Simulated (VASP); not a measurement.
# AlGa3N4 (P-42m) in VASP: single point with r2SCAN

Aim: the single point of AlGa3N4 with r2SCAN.

Program: VASP 6.6.1. These are calculated values, not measurements. Logs are shortened: lines on timing, memory, paths and dates and some standing lists are left out, and cuts for length are marked.

### Step 1. The cell of the first run

Symmetry: P-42m, No. 111, tetragonal system. Conventional cell: a = 4.354 Å, b = 4.354 Å, c = 4.465 Å, α = 90.00°, β = 90.00°, γ = 90.00°. Within 2.5 Å of Al (site symmetry -42m) lie 4 N at 1.86 Å. Within 2.5 Å of Ga (site symmetry -42m) lie 4 N at 1.91 Å. Ga (site symmetry 222) has 4 N at 1.92 Å within 2.5 Å. N (site symmetry m) has 1 Al at 1.86 Å and 3 Ga at 1.91 to 1.92 Å within 2.5 Å.

### Step 2. Single point, r2SCAN (strain -0.025 along x and y, +0.000 along z)

Contents of POSCAR:

```
AlGa3N4
1.0
    4.3537108409      0.0000000000      0.0000000000
    0.0000000000      4.3537108409      0.0000000000
    0.0000000000      0.0000000000      4.4653444522
Al Ga N
1 3 4
Direct
    0.0000000000      0.0000000000      0.0000000000
    0.5000000000      0.5000000000      0.0000000000
    0.5000000000      0.0000000000      0.5000000000
    0.0000000000      0.5000000000      0.5000000000
    0.7553510553      0.7553510553      0.2446489447
    0.7553510553      0.2446489447      0.7553510553
    0.2446489447      0.7553510553      0.7553510553
    0.2446489447      0.2446489447      0.2446489447
```

Contents of INCAR.step1:

```
  ALGO = Normal
  EDIFF = 1E-5
  ENCUT = 910
  GGA = PE
  GGA_COMPAT = False
  ISMEAR = 0
  LASPH = True
  LCHARG = False
  LREAL = False
  LWAVE = True
  NBANDS = 41
  NELM = 120
  PREC = Accurate
  SIGMA = 0.05
```

Contents of INCAR.step2:

```
  ALGO = Normal
  EDIFF = 1E-6
  ENCUT = 910
  GGA_COMPAT = False
  ISIF = 2
  ISMEAR = 0
  ISTART = 1
  LASPH = True
  LCHARG = False
  LMIXTAU = True
  LREAL = False
  LWAVE = False
  METAGGA = R2SCAN
  NBANDS = 41
  NELM = 120
  PREC = Accurate
  SIGMA = 0.05
```

Contents of KPOINTS:

```
k-points
0
Gamma
  6 6 6
```

Potentials or basis: VASP PAW PBE potentials, release 64 (Al, Ga_d, N_h).

Command:

```sh
cat potpaw_PBE.64/Al/POTCAR potpaw_PBE.64/Ga_d/POTCAR potpaw_PBE.64/N_h/POTCAR > POTCAR
cp INCAR.step1 INCAR
mpirun -np 1 vasp_std > vasp.out
cp INCAR.step2 INCAR
mpirun -np 1 vasp_std > vasp.out
```

OUTCAR:

```text
EDIFF = 1E-6
   ENCUT = 910
   ISIF = 2
   ISMEAR = 0
   ISTART = 1
   LASPH = True
   LREAL = False
   METAGGA = R2SCAN
   NELM = 120
   PREC = Accurate

 ion  position               nearest neighbor table
   1  0.000  0.000  0.000-   5 1.86   6 1.86   7 1.86   8 1.86   2 3.08   2 3.08   2 3.08   2 3.08
                             4 3.12   3 3.12   4 3.12   4 3.12   4 3.12   3 3.12   3 3.12   3 3.12
   2  0.500  0.500  0.000-   5 1.91   6 1.91   7 1.91   8 1.91   1 3.08   1 3.08   1 3.08   1 3.08

   3  0.500  0.000  0.500-   5 1.92   6 1.92   7 1.92   8 1.92   1 3.12   1 3.12   1 3.12   1 3.12

   4  0.000  0.500  0.500-   5 1.92   6 1.92   7 1.92   8 1.92   1 3.12   1 3.12   1 3.12   1 3.12

   5  0.755  0.755  0.245-   1 1.86   2 1.91   3 1.92   4 1.92
   6  0.755  0.245  0.755-   1 1.86   2 1.91   3 1.92   4 1.92
   7  0.245  0.755  0.755-   1 1.86   2 1.91   3 1.92   4 1.92
   8  0.245  0.245  0.245-   1 1.86   2 1.91   3 1.92   4 1.92

  LATTYP: Found a simple tetragonal cell.
 ALAT       =     4.3537108409
 C/A-ratio  =     1.0256410256

  Lattice vectors:

 A1 = (   4.3537108409,   0.0000000000,   0.0000000000)
 A2 = (   0.0000000000,   4.3537108409,   0.0000000000)
 A3 = (   0.0000000000,   0.0000000000,   4.4653444522)

Analysis of symmetry for initial positions (statically):
=====================================================================
 Subroutine PRICEL returns:
 Original cell was already a primitive cell.

 Routine SETGRP: Setting up the symmetry group for a
 simple tetragonal supercell.

 Subroutine GETGRP returns: Found  8 space group operations
 (whereof  8 operations were pure point group operations)
 out of a pool of 16 trial point group operations.

The static configuration has the point symmetry D_2d.

Analysis of symmetry for dynamics (positions and initial velocities):
=====================================================================
 Subroutine PRICEL returns:
 Original cell was already a primitive cell.

 Routine SETGRP: Setting up the symmetry group for a
 simple tetragonal supercell.

 Subroutine GETGRP returns: Found  8 space group operations
 (whereof  8 operations were pure point group operations)
 out of a pool of 16 trial point group operations.

The dynamic configuration has the point symmetry D_2d.

 Subroutine INISYM returns: Found  8 space group operations
[... 100 lines left out ...]
   PREC   = accura    normal or accurate (medium, high low for compatibility)
   ISTART =      1    job   : 0-new  1-cont  2-samecut
   ICHARG =      0    charge: 1-file 2-atom 10-const
   ISPIN  =      1    spin polarized calculation?
   LNONCOLLINEAR =      F non collinear calculations
   LSORBIT =      F    spin-orbit coupling
   LASPH  =      T    aspherical Exc in radial PAW
   ENCUT  =  910.0 eV  66.88 Ry    8.18 a.u.  10.71 10.71 10.98*2*pi/ulx,y,z
   NELM   =    120;   NELMIN=  2; NELMDL=  0     # of ELM steps
   EDIFF  = 0.1E-05   stopping-criterion for ELM
   LREAL  =      F    real-space projection
[... 7 lines left out ...]
   TEBEG  =    0.0;   TEEND  =   0.0 temperature during run
   PSTRESS=    0.0 pullay stress
   NELECT =      62.0000    total number of electrons
   NUPDOWN=      -1.0000    fix difference up-down
   EMIN   =  10.00;   EMAX   =-10.00  energy-range for DOS
   EFERMI =   0.00;   METHOD = LEGACY
   ISMEAR =     0;   SIGMA  =   0.05  broadening in eV -4-tet -1-fermi 0-gaus
   EFERMI_NEDOS =   21; number of points for ismear=-14 and -15
   IALGO  =     38    algorithm
   IMIX   =      4    mixing-type and parameters
     AMIX     =   0.40;   BMIX     =  1.00
     AMIX_MAG =   1.60;   BMIX_MAG =  1.00
  volume/ion in A,a.u.               =      10.58        71.40
  Fermi-wavevector in a.u.,A,eV,Ry     =   1.475754  2.788771 29.631453  2.177850
  Thomas-Fermi vector in A             =   2.590365
   LORBIT       =      0    0 simple, 1 ext, 2 COOP (PROOUT), +10 PAW based schemes
   METAGGA = R2SCAN    functional components
   LHFCALC =     F    Hartree Fock is set to
   AEXX    =    0.0000 exact exchange contribution
   IVDW    =     0    specifies the selected vdW correction
   LEPSILON=     F    determine dielectric tensor
   LRPA    =     F    only Hartree local field effects (RPA)
 non-spin polarized calculation
 Gauss-broadening in eV      SIGMA  =   0.05
  energy-cutoff  :      910.00
  volume of cell :       84.64
 maximum number of plane-waves:      5305
 NGX is ok and might be reduce to    48
   NGX = 21   NGY = 21   NGZ = 21

 number of electron      61.9999996 magnetization

 Free energy of the ion-electron system (eV)
  ---------------------------------------------------
  ext. energy  EPLUGINS =         0.00000000
  ---------------------------------------------------
  free energy    TOTEN  =       -84.67146861 eV

  energy without entropy =      -84.67146861  energy(sigma->0) =      -84.67146861

 E-fermi :   6.2948     XC(G=0): -12.6610

 val. band max:        6.0902952819   @ k =   0.0000   0.0000   0.0000
 cond. band min:       9.2331474996   @ k =   0.0000   0.0000   0.0000
 fundamental gap:      3.1428522178
 Fermi energy:         6.2948072008

 k-point     1 :       0.0000    0.0000    0.0000
  band No.  band energies     occupation
      1     -10.8572      2.00000
      2      -9.2770      2.00000
      3      -9.2572      2.00000
      4      -9.2572      2.00000
      5      -7.4795      2.00000
      6      -7.4739      2.00000
[... 1045 lines left out ...]
     40      16.9268      0.00000
     41      17.0170      0.00000

 [... further k-points ...]
[... 5 lines left out ...]
  --------------------------------------------------------------------------------------
  -------------------------------------------------------------------------------------
  Total        6.9403325      6.9403325      5.0788005      0.0000000      0.0000000      0.0000000
  in kB      131.3762110    131.3762110     96.1385593      0.0000000      0.0000000      0.0000000
  external PRESSURE =     119.6303271 kB  Pullay stress =       0.0000000 kB

 VOLUME and BASIS-vectors are now :
 -----------------------------------------------------------------------------
  energy-cutoff  :      910.00
  volume of cell :       84.64
      direct lattice vectors                 reciprocal lattice vectors
     4.353710841  0.000000000  0.000000000     0.229689117  0.000000000  0.000000000
     0.000000000  4.353710841  0.000000000     0.000000000  0.229689117  0.000000000
     0.000000000  0.000000000  4.465344452     0.000000000  0.000000000  0.223946889

 POSITION                                       TOTAL-FORCE (eV/Angst)
 -----------------------------------------------------------------------------------
      0.00000      0.00000      0.00000         0.000000      0.000000      0.000000
      2.17686      2.17686      0.00000         0.000000      0.000000      0.000000
      2.17686      0.00000      2.23267         0.000000      0.000000      0.000000
      0.00000      2.17686      2.23267         0.000000      0.000000      0.000000
      3.28858      3.28858      1.09244         0.068965      0.068965     -0.035166
      3.28858      1.06513      3.37290         0.068965     -0.068965      0.035166
      1.06513      3.28858      3.37290        -0.068965      0.068965      0.035166
      1.06513      1.06513      1.09244        -0.068965     -0.068965     -0.035166
 -----------------------------------------------------------------------------------
    total drift:                               -0.000000     -0.000000     -0.000000

  FREE ENERGIE OF THE ION-ELECTRON SYSTEM (eV)
  ---------------------------------------------------
  free  energy   TOTEN  =       -84.6714686140 eV

  energy  without entropy=      -84.6714686140  energy(sigma->0) =      -84.67146861
```

OUTCAR.step1:

```text
EDIFF = 1E-5
   ENCUT = 910
   GGA = PE
   ISMEAR = 0
[... 1306 lines left out ...]
      3.28858      3.28858      1.09244         0.068399      0.068399     -0.034434
      3.28858      1.06513      3.37290         0.068399     -0.068399      0.034434
      1.06513      3.28858      3.37290        -0.068399      0.068399      0.034434
      1.06513      1.06513      1.09244        -0.068399     -0.068399     -0.034434
 -----------------------------------------------------------------------------------
    total drift:                               -0.000000     -0.000000      0.000000

  FREE ENERGIE OF THE ION-ELECTRON SYSTEM (eV)
  ---------------------------------------------------
  free  energy   TOTEN  =       -50.9471727910 eV

  energy  without entropy=      -50.9471727910  energy(sigma->0) =      -50.94717279
```

Run time: 9.9 min. Hardware: 1 thread of Intel Xeon 6975P-C (Granite Rapids), shared host; peak memory 0.53 GiB.

Results:

```yaml
Free_energy: -84.6715 eV
Pressure: 12.0 GPa
Largest_force: 0.104 eV/Å
Band_gap_on_the_k_mesh: 3.14 eV
```

Forces in eV/Å, atoms in the order of the input:
```
Al   0.000  0.000  0.000
Ga   0.000  0.000  0.000
Ga   0.000  0.000  0.000
Ga   0.000  0.000  0.000
N    0.069  0.069 -0.035
N    0.069 -0.069  0.035
N   -0.069  0.069  0.035
N   -0.069 -0.069 -0.035
```

Levels at points of the mesh, in eV from the valence-band top:
```tsv
k point	band 27	band 28	band 29	band 30	band 31	band 32	band 33	band 34	band 35	band 36
(0.00, 0.00, 0.00)	-2.58	-2.58	-0.12	0.00	0.00	3.14	3.87	3.87	4.04	7.27
(0.50, 0.00, 0.00)	-2.88	-1.74	-1.68	-1.38	-1.32	5.66	5.78	6.94	6.96	8.75
(0.50, 0.50, 0.00)	-3.35	-0.97	-0.96	-0.96	-0.57	7.71	7.97	7.97	8.19	8.40
(0.00, 0.00, 0.50)	-3.03	-1.57	-1.57	-1.22	-1.22	5.61	5.69	6.73	6.73	8.89
(0.50, 0.00, 0.50)	-3.21	-1.16	-1.15	-1.10	-0.74	7.64	7.87	7.91	8.03	8.15
(0.50, 0.50, 0.50)	-0.95	-0.78	-0.78	-0.73	-0.65	5.91	5.91	5.93	7.24	10.02
```

Caveat: the cell differs from its parent crystal (strain -0.025 along x and y, +0.000 along z); the cell stands under pressure; the PAW data sets were made with another functional, which shifts forces and pressure a little.
